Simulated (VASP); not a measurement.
Wanted: the native input for a VASP 6.6.1 run.

```yaml
Task: single point
Functional: r2SCAN
Potentials_or_basis: VASP PAW PBE potentials, release 64 (Sb_d_GW)
Cutoff: 550 eV
k_mesh: 12 × 12 × 12
Occupations: gaussian, width 0.05 eV
Spin: no spin polarisation
Dipole_correction: no
Further_INCAR_settings: ALGO = Normal; EDIFF = 1e-06; NBANDS = 22
```

The system is Sb.

```
CELL_PARAMETERS angstrom
2.16917 1.25237 3.87855
-2.16917 1.25237 3.87855
0.00000 -2.50474 3.87855
ATOMIC_POSITIONS crystal
Sb 0.23133 0.23133 0.23133
Sb 0.76867 0.76867 0.76867
```

The input as run:

POSCAR

```
Sb
1.0
    2.1691694867      1.2523705870      3.8785546406
   -2.1691694867      1.2523705870      3.8785546406
    0.0000000000     -2.5047411743      3.8785546405
Sb
2
Direct
    0.2313297335      0.2313297335      0.2313297335
    0.7686702665      0.7686702665      0.7686702665
```

INCAR.step1

```
SYSTEM = Sb
PREC = Accurate ; ENCUT = 550
ISMEAR = 0 ; SIGMA = 0.05
LREAL = .False. ; LASPH = .True.
NELM = 120 ; NBANDS = 22
GGA = PE ; ALGO = Normal
EDIFF = 1E-5 ; LWAVE = .True.
LCHARG = .False. ; GGA_COMPAT = .False.
```

INCAR.step2

```
SYSTEM = Sb
PREC = Accurate ; ENCUT = 550
EDIFF = 1E-6 ; ISMEAR = 0
SIGMA = 0.05 ; LREAL = .False.
LASPH = .True. ; NELM = 120
ALGO = Normal ; ISIF = 2
LWAVE = .False. ; LCHARG = .True.
METAGGA = R2SCAN ; LMIXTAU = .True.
LELF = .True. ; LVHAR = .True.
NBANDS = 22 ; ISTART = 1
GGA_COMPAT = .False.
```

KPOINTS

```
Automatic mesh
0
Gamma
  12 12 12
  0 0 0
```

Potentials or basis: VASP PAW PBE potentials, release 64 (Sb_d_GW).

The run is started by

```sh
$ cat potpaw_PBE.64/Sb_d_GW/POTCAR > POTCAR
$ cp INCAR.step1 INCAR
$ mpirun -np 1 vasp_std > vasp.out
$ cp INCAR.step2 INCAR
$ mpirun -np 1 vasp_std > vasp.out
```

Results of the run:

```
Pressure               : 0.0 GPa
Largest force          : 0.012 eV/Å
Band gap on the k mesh : zero (bands 15 and 16 overlap by 0.12 eV)
```

Caveat: the PAW data sets were made with another functional, which shifts forces and pressure a little; spin-orbit coupling is left out, which moves the levels of the heavy elements.

Run time: 7.5 min on 1 thread of Intel(R) Xeon(R) 6975P-C (Granite Rapids) (shared host), peak memory 0.42 GiB.
